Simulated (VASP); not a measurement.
Here is a VASP 6.6.1 calculation.

The input INCAR:

```
ALGO = Normal ; EDIFF = 1E-6
ENCUT = 520 ; GGA = PE
ISIF = 2 ; ISMEAR = 0
LASPH = T ; LCHARG = F
LREAL = F ; LWAVE = F
NBANDS = 14 ; NELM = 60
PREC = Accurate ; SIGMA = 0.1
```

The input KPOINTS:

```
k-points
0
Gamma
  16 16 16
```

Contents of POSCAR:

```
HfB
1.0
    0.0000000000      2.3675600061      2.3675600061
    2.3675600061      0.0000000000      2.3675600061
    2.3675600061      2.3675600061      0.0000000000
Hf B
1 1
Direct
    0.5000000000      0.5000000000      0.5000000000
    0.0000000000      0.0000000000      0.0000000000
```

Potentials or basis: VASP PAW PBE potentials, release 64 (Hf_pv, B).

Run with:

```console
$ cat potpaw_PBE.64/Hf_pv/POTCAR potpaw_PBE.64/B/POTCAR > POTCAR
$ mpirun -np 1 vasp_std > vasp.out
```

What does it give for the pressure?

12.2 GPa.
